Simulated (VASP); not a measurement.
Input of a VASP 6.6.1 run:

File INCAR:

```
SYSTEM = Si
  PREC = Accurate
  ENCUT = 520
  EDIFF = 1E-6
  ISMEAR = 0
  SIGMA = 0.15
  LREAL = .False.
  LASPH = .True.
  NELM = 60
  ALGO = Normal
  ISIF = 2
  LWAVE = .False.
  LCHARG = .True.
  GGA = CA
  LELF = .True.
  LVHAR = .True.
  NBANDS = 8
```

The input KPOINTS:

```
Automatic mesh
0
Gamma
  13 13 12
  0 0 0
```

Contents of POSCAR:

```
Si
1.0
    2.5270000000      0.0000000000      0.0000000000
   -1.2635000000      2.1884460000      0.0000000000
    0.0000000000      0.0000000000      2.3730000000
Si
1
Direct
    0.0000000000      0.0000000000      0.0000000000
```

Potentials or basis: VASP PAW LDA potentials, release 64 (Si).

Run with:

```console
$ cat potpaw_LDA.64/Si/POTCAR > POTCAR
$ mpirun -np 1 vasp_std > vasp.out
```

(1) Predict the band gap on the k mesh.

(2) What does it give for the pressure?

Answers

(1) zero (band 2 reaches 18.80 eV, above the bottom of band 3 at 6.84 eV).

(2) 15.4 GPa.
